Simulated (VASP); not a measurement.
# BaTaH4 (Pmm2) in VASP: relaxation of cell and atoms with PBE

Aim: the relaxation of cell and atoms of BaTaH4 with PBE.

Program: VASP 6.6.1. These are calculated values, not measurements. Logs are shortened: lines on timing, memory, paths and dates and some standing lists are left out, and cuts for length are marked.

## Step 1: The cell of the first run

Symmetry: Pmm2, No. 25, orthorhombic system. The conventional cell has a = 3.267 Å, b = 3.835 Å, c = 6.062 Å, α = 90.00°, β = 90.00°, γ = 90.00°. Ba (site symmetry mm2) has 12 H at 2.56 to 3.25 Å and 2 Ta at 2.97 Å and 2 Ba at 3.27 Å within 3.4 Å. Within 3.3 Å of Ta (site symmetry mm2) lie 12 H at 2.42 to 3.24 Å and 2 Ba at 2.97 Å and 2 Ta at 3.27 Å. Within 2.3 Å of H (site symmetry mm2) lie 3 H at 1.75 to 1.77 Å. Within 2.7 Å of H (site symmetry mm2) lie 3 H at 1.97 to 2.33 Å and 4 Ba at 2.70 Å. Within 2.5 Å of H (site symmetry mm2) lie 3 H at 1.77 to 1.97 Å and 2 Ta at 2.42 Å. H (site symmetry mm2) has 3 H at 1.75 to 2.33 Å within 2.4 Å.

## Step 2: Relaxation of cell and atoms, PBE

INCAR reads:

```
PREC     = Accurate       # precision mode
ENCUT    = 500            # plane-wave cutoff, eV
EDIFF    = 1E-7           # SCF threshold, eV
ISMEAR   = 0              # smearing method
SIGMA    = 0.1            # smearing width, eV
LREAL    = False          # projectors in reciprocal space
LASPH    = True           # aspherical terms in the spheres
NELM     = 120            # most SCF steps
ALGO     = Normal         # electronic algorithm
ISIF     = 3              # what is computed and relaxed
LWAVE    = False          # write WAVECAR
LCHARG   = False          # write CHGCAR
GGA      = PE             # functional
IBRION   = 2              # ionic algorithm
NSW      = 90             # ionic steps
EDIFFG   = -0.04          # ionic threshold
GGA_COMPAT= False        
NELMIN   = 4
```

KPOINTS reads:

```
regular mesh
0
Gamma
  6 4 4
```

POSCAR reads:

```
BaTaH4
1.0
    3.2665837700      0.0000000000      0.0000000000
    0.0000000000      3.8345581300      0.0000000000
    0.0000000000      0.0000000000      6.0615177300
Ba Ta H
1 1 4
Direct
    0.0000000000      0.0000000000      0.9603037500
    0.5000000000      0.0000000000      0.5509221400
    0.0000000000      0.5000000000      0.6811224100
    0.5000000000      0.5000000000      0.1196295800
    0.5000000000      0.5000000000      0.7953194000
    0.0000000000      0.5000000000      0.3927027200
```

Potentials or basis: VASP PAW PBE potentials, release 64 (Ba_sv, Ta_sv_GW, H).

Started as:

```
$ cat potpaw_PBE.64/Ba_sv/POTCAR potpaw_PBE.64/Ta_sv_GW/POTCAR potpaw_PBE.64/H/POTCAR > POTCAR
$ mpirun -np 1 vasp_std > vasp.out
```

OUTCAR:

```text
PREC = Accurate
   ENCUT = 500
   EDIFF = 1E-7
   ISMEAR = 0
   LREAL = False
   LASPH = True
   NELM = 120
   ISIF = 3
   GGA = PE
   IBRION = 2
   NSW = 90
   EDIFFG = -0.04
   NELMIN = 4

 ion  position               nearest neighbor table
   1  0.000  0.000  0.960-   3 2.56   3 2.56   4 2.70   4 2.70   4 2.70   4 2.70   5 2.71   5 2.71
                             5 2.71   5 2.71   2 2.97   2 2.97   2 3.94   2 3.94
   2  0.500  0.000  0.551-   1 2.97   1 2.97   1 3.94   1 3.94
   3  0.000  0.500  0.681-   1 2.56   1 2.56
   4  0.500  0.500  0.120-   1 2.70   1 2.70   1 2.70   1 2.70
   5  0.500  0.500  0.795-   1 2.71   1 2.71   1 2.71   1 2.71
   6  0.000  0.500  0.393-

  LATTYP: Found a simple orthorhombic cell.
 ALAT       =     3.2665837700
 B/A-ratio  =     1.1738741144
 C/A-ratio  =     1.8556137411

  Lattice vectors:

 A1 = (   3.2665837700,   0.0000000000,   0.0000000000)
 A2 = (   0.0000000000,   3.8345581300,   0.0000000000)
 A3 = (   0.0000000000,   0.0000000000,   6.0615177300)

Analysis of symmetry for initial positions (statically):
=====================================================================
 Subroutine PRICEL returns:
 Original cell was already a primitive cell.

 Routine SETGRP: Setting up the symmetry group for a
 simple orthorhombic supercell.

 Subroutine GETGRP returns: Found  4 space group operations
 (whereof  4 operations were pure point group operations)
 out of a pool of  8 trial point group operations.

The static configuration has the point symmetry C_2v.

Analysis of symmetry for dynamics (positions and initial velocities):
=====================================================================
 Subroutine PRICEL returns:
 Original cell was already a primitive cell.

 Routine SETGRP: Setting up the symmetry group for a
 simple orthorhombic supercell.

 Subroutine GETGRP returns: Found  4 space group operations
 (whereof  4 operations were pure point group operations)
 out of a pool of  8 trial point group operations.

The dynamic configuration has the point symmetry C_2v.

 Subroutine INISYM returns: Found  4 space group operations
 (whereof  4 operations are pure point group operations),
 and found     1 'primitive' translations

----------------------------------------------------------------------------------------

                                     Primitive cell

  volume of cell :      75.9260

  direct lattice vectors                    reciprocal lattice vectors
     3.266583770  0.000000000  0.000000000     0.306130218  0.000000000  0.000000000
     0.000000000  3.834558130  0.000000000     0.000000000  0.260786241  0.000000000
     0.000000000  0.000000000  6.061517730     0.000000000  0.000000000  0.164975184

  length of vectors
     3.266583770  3.834558130  6.061517730     0.306130218  0.260786241  0.164975184

  position of ions in fractional coordinates (direct lattice)
     0.000000000  0.000000000  0.960303750
     0.500000000  0.000000000  0.550922140
     0.000000000  0.500000000  0.681122410
     0.500000000  0.500000000  0.119629580
     0.500000000  0.500000000  0.795319400
     0.000000000  0.500000000  0.392702720

  ion indices of the primitive-cell ions
   primitive index   ion index
                 1           1
                 2           2
                 3           3
                 4           4
                 5           5
                 6           6

----------------------------------------------------------------------------------------

 KPOINTS: regular mesh

Automatic generation of k-mesh.
 Grid dimensions read from file:
 generate k-points for:    6    4    4

 Generating k-lattice:

  Cartesian coordinates                     Fractional coordinates (reciprocal lattice)
     0.051021703  0.000000000  0.000000000     0.166666667  0.000000000  0.000000000
     0.000000000  0.065196560  0.000000000     0.000000000  0.250000000  0.000000000
     0.000000000  0.000000000  0.041243796     0.000000000  0.000000000  0.250000000

  Length of vectors
     0.051021703  0.065196560  0.041243796

  Shift w.r.t. Gamma in fractional coordinates (k-lattice)
     0.000000000  0.000000000  0.000000000

 Subroutine IBZKPT returns following result:
 ===========================================

 Found     36 irreducible k-points:

 Following reciprocal coordinates:
            Coordinates               Weight
  0.000000  0.000000  0.000000      1.000000
  0.166667  0.000000  0.000000      2.000000
  0.333333  0.000000  0.000000      2.000000
  0.500000  0.000000  0.000000      1.000000
  0.000000  0.250000  0.000000      2.000000
  0.166667  0.250000  0.000000      4.000000
[... 16 lines left out ...]
  0.333333  0.500000  0.250000      4.000000
  0.500000  0.500000  0.250000      2.000000
 [... further k-points ...]
   k-points           NKPTS =     36   k-points in BZ     NKDIM =     36   number of bands    NBANDS=     17
   number of dos      NEDOS =    301   number of ions     NIONS =      6
   total plane-waves  NPLWV =  32256
   dimension x,y,z NGX =    24 NGY =   28 NGZ =   48
   dimension x,y,z NGXF=    48 NGYF=   56 NGZF=   96
   ions per type =               1   1   4
   NGX,Y,Z   is equivalent  to a cutoff of  12.21, 12.14, 13.16 a.u.
   NGXF,Y,Z  is equivalent  to a cutoff of  24.43, 24.28, 26.33 a.u.
 SYSTEM =  unknown system
   PREC   = accura    normal or accurate (medium, high low for compatibility)
   ISTART =      0    job   : 0-new  1-cont  2-samecut
   ICHARG =      2    charge: 1-file 2-atom 10-const
   ISPIN  =      1    spin polarized calculation?
   LNONCOLLINEAR =      F non collinear calculations
   LSORBIT =      F    spin-orbit coupling
   LASPH  =      T    aspherical Exc in radial PAW
   ENCUT  =  500.0 eV  36.75 Ry    6.06 a.u.   5.96  6.99 11.05*2*pi/ulx,y,z
   NELM   =    120;   NELMIN=  4; NELMDL= -5     # of ELM steps
   EDIFF  = 0.1E-06   stopping-criterion for ELM
   LREAL  =      F    real-space projection
   EDIFFG = -.4E-01   stopping-criterion for IOM
   NSW    =     90    number of steps for IOM
   IBRION =      2    ionic relax: 0-MD 1-quasi-New 2-CG
   NFREE  =      1    steps in history (QN), initial steepest desc. (CG)
   ISIF   =      3    stress and relaxation
   ISYM   =      2    0-nonsym 1-usesym 2-fastsym
   POTIM  = 0.5000    time-step for ionic-motion
   TEBEG  =    0.0;   TEEND  =   0.0 temperature during run
   PSTRESS=    0.0 pullay stress
   NELECT =      27.0000    total number of electrons
   NUPDOWN=      -1.0000    fix difference up-down
   EMIN   =  10.00;   EMAX   =-10.00  energy-range for DOS
   EFERMI =   0.00;   METHOD = LEGACY
   ISMEAR =     0;   SIGMA  =   0.10  broadening in eV -4-tet -1-fermi 0-gaus
   EFERMI_NEDOS =   21; number of points for ismear=-14 and -15
   IALGO  =     38    algorithm
   IMIX   =      4    mixing-type and parameters
     AMIX     =   0.40;   BMIX     =  1.00
     AMIX_MAG =   1.60;   BMIX_MAG =  1.00
  volume/ion in A,a.u.               =      12.65        85.40
  Fermi-wavevector in a.u.,A,eV,Ry     =   1.159843  2.191786 18.303048  1.345236
  Thomas-Fermi vector in A             =   2.296432
   LORBIT       =      0    0 simple, 1 ext, 2 COOP (PROOUT), +10 PAW based schemes
   GGA     = PE    functional components
   LHFCALC =     F    Hartree Fock is set to
   AEXX    =    0.0000 exact exchange contribution
   IVDW    =     0    specifies the selected vdW correction
   LEPSILON=     F    determine dielectric tensor
   LRPA    =     F    only Hartree local field effects (RPA)
 conjugate gradient relaxation of ions
 non-spin polarized calculation
 Gauss-broadening in eV      SIGMA  =   0.10
  energy-cutoff  :      500.00
  volume of cell :       75.93
 maximum number of plane-waves:      1952
 NGX is ok and might be reduce to    24
   NGX = 11   NGY = 13   NGZ = 23

--------------------------------------- Ionic step        1  -------------------------------------------

 number of electron      26.9999992 magnetization

 Free energy of the ion-electron system (eV)
  ---------------------------------------------------
  ext. energy  EPLUGINS =         0.00000000
  ---------------------------------------------------
  free energy    TOTEN  =       -24.06732819 eV

  energy without entropy =      -24.04734625  energy(sigma->0) =      -24.05733722

------------------------ aborting loop because EDIFF is reached ----------------------------------------

  FORCE on cell =-STRESS in cart. coord.  units (eV):
  Direction    XX          YY          ZZ          XY          YZ          ZX
  --------------------------------------------------------------------------------------
  -------------------------------------------------------------------------------------
  Total       -1.5725299     -9.1873436      6.7608251      0.0000000      0.0000000      0.0000000
  in kB      -33.1832561   -193.8697435    142.6657671      0.0000000      0.0000000      0.0000000
  external PRESSURE =     -28.1290775 kB  Pullay stress =       0.0000000 kB
[... 101 lines left out ...]
  FREE ENERGIE OF THE ION-ELECTRON SYSTEM (eV)
  ---------------------------------------------------
  free  energy   TOTEN  =       -26.1141735098 eV

  energy  without entropy=      -26.1028593809  energy(sigma->0) =      -26.10851645

[... ionic steps 4 to 15 ...]

--------------------------------------- Ionic step       16  -------------------------------------------

 number of electron      26.9999999 magnetization

------------------------ aborting loop because EDIFF is reached ----------------------------------------
[... 75 lines left out ...]
--------------------------------------- Ionic step       18  -------------------------------------------

 number of electron      26.9999996 magnetization

 Free energy of the ion-electron system (eV)
  ---------------------------------------------------
  ext. energy  EPLUGINS =         0.00000000
  ---------------------------------------------------
  free energy    TOTEN  =       -26.96885518 eV

  energy without entropy =      -26.96017406  energy(sigma->0) =      -26.96451462

 E-fermi :   5.2762     XC(G=0): -10.4856

 val. band max:        5.2447307885   @ k =   0.0000   0.5000   0.5000
 cond. band min:       5.3379322323   @ k =   0.5000   0.2500   0.0000
 fundamental gap:      0.0932014438
 Fermi energy:         5.2762226568

 k-point     1 :       0.0000    0.0000    0.0000
  band No.  band energies     occupation
      1     -63.5436      2.00000
      2     -29.9518      2.00000
      3     -29.9355      2.00000
      4     -29.6307      2.00000
      5     -23.4018      2.00000
      6      -8.7256      2.00000
[... 457 lines left out ...]
      4     -29.8821      2.00000
      5     -22.2065      2.00000
      6     -10.0462      2.00000
[... 9 lines left out ...]
     16       7.3210      0.00000
     17       7.3404      0.00000

 [... further k-points ...]

------------------------ aborting loop because EDIFF is reached ----------------------------------------

  FORCE on cell =-STRESS in cart. coord.  units (eV):
  Direction    XX          YY          ZZ          XY          YZ          ZX
  --------------------------------------------------------------------------------------
  -------------------------------------------------------------------------------------
  Total       -0.0683729     -0.0105052     -0.1063664      0.0000000      0.0000000      0.0000000
  in kB       -1.5854866     -0.2436037     -2.4665108      0.0000000      0.0000000      0.0000000
  external PRESSURE =      -1.4318670 kB  Pullay stress =       0.0000000 kB
[... 21 lines left out ...]
  FREE ENERGIE OF THE ION-ELECTRON SYSTEM (eV)
  ---------------------------------------------------
  free  energy   TOTEN  =       -26.9688551805 eV

  energy  without entropy=      -26.9601740647  energy(sigma->0) =      -26.96451462

 reached required accuracy - stopping structural energy minimisation
```

It took 7.4 min on 1 thread of AMD EPYC 9R45 (Zen 5), shared host; peak memory 0.21 GiB.

Results:

```yaml
Free_energy: -26.9689 eV
Relaxed_volume: 11.52 Å³/atom
Relaxed_cell: a = 3.256 Å, b = 3.075 Å, c = 6.901 Å, α = 90.00°, β = 90.00°, γ = 90.00°
Space_group_after_relaxing_to_0.1_Å: Pmm2 (No. 25)
Energy_gained_by_relaxing: 483.6 meV/atom
Ionic_steps: 18
Pressure_after_relaxing: -0.1 GPa
Largest_force_after_relaxing: 0.034 eV/Å
Band_gap_on_the_k_mesh: zero (an odd number of electrons rules out a gap without spin polarisation)
```

Forces in eV/Å, atoms in the order of the input:
```
Ba   0.000  0.000 -0.003
Ta   0.000  0.000  0.014
H    0.000  0.000  0.025
H    0.000  0.000 -0.013
H    0.000  0.000  0.011
H    0.000  0.000 -0.034
```

Stress tensor (GPa, compression positive):
```
-0.16  0.00  0.00
 0.00 -0.02  0.00
 0.00  0.00 -0.25
```

Step by step:
| step | energy change (eV) | largest force (eV/Å) | pressure (GPa) | volume (Å³) |
| --- | --- | --- | --- | --- |
| 1 | 0.0000 | 4.3251 | -2.81 | 75.93 |
| 2 | -1.7063 | 1.0317 | -5.58 | 73.20 |
| 3 | -2.0468 | 1.3123 | -5.03 | 71.55 |
| 4 | -2.1092 | 1.7218 | -4.14 | 70.67 |
| 5 | -2.4918 | 1.5646 | 0.53 | 66.64 |
| 6 | -2.5472 | 1.4016 | 3.86 | 64.75 |
| 7 | -2.7768 | 0.4500 | 2.63 | 66.35 |
| 8 | -2.8187 | 0.3829 | 2.45 | 67.35 |
| 9 | -2.8564 | 0.2379 | -0.99 | 69.92 |
| 10 | -2.8564 | 0.2376 | -1.01 | 69.94 |
| 11 | -2.8743 | 0.1905 | -0.59 | 69.66 |
| 12 | -2.8887 | 0.1752 | 0.42 | 69.07 |
| 13 | -2.8940 | 0.1198 | -0.13 | 69.54 |
| 14 | -2.8957 | 0.0663 | -0.64 | 69.99 |
| 15 | -2.8991 | 0.0954 | -0.03 | 69.42 |
| 16 | -2.8992 | 0.1141 | 0.13 | 69.30 |
| 17 | -2.9013 | 0.0439 | -0.06 | 69.17 |
| 18 | -2.9015 | 0.0335 | -0.14 | 69.09 |

Final structure:
```cif
data_structure
_symmetry_space_group_name_H-M 'P 1'
_symmetry_Int_Tables_number 1
_cell_length_a 3.2561
_cell_length_b 3.0747
_cell_length_c 6.9013
_cell_angle_alpha 90.000
_cell_angle_beta 90.000
_cell_angle_gamma 90.000
_cell_volume 69.09
loop_
_atom_site_label
_atom_site_type_symbol
_atom_site_fract_x
_atom_site_fract_y
_atom_site_fract_z
_atom_site_occupancy
Ba1 Ba 0.00000 0.00000 0.03298 1
Ta1 Ta 0.50000 0.00000 0.55290 1
H1 H 0.00000 0.50000 0.62192 1
H2 H 0.50000 0.50000 0.15054 1
H3 H 0.50000 0.50000 0.74591 1
H4 H 0.00000 0.50000 0.39576 1
```

Caveat: the k points lie up to 0.51 Å⁻¹ apart in the final cell, too coarse for converged energies and pressures of a metal; a cell axis changed by over 15 % at a fixed basis, so the end point is rough; spin-orbit coupling is left out, which moves the levels of the heavy elements; an odd number of electrons without spin polarisation forces a metal; a magnetic or distorted state may lie lower.

The gap in the log of VASP goes by the Fermi energy; the results here count the filled bands.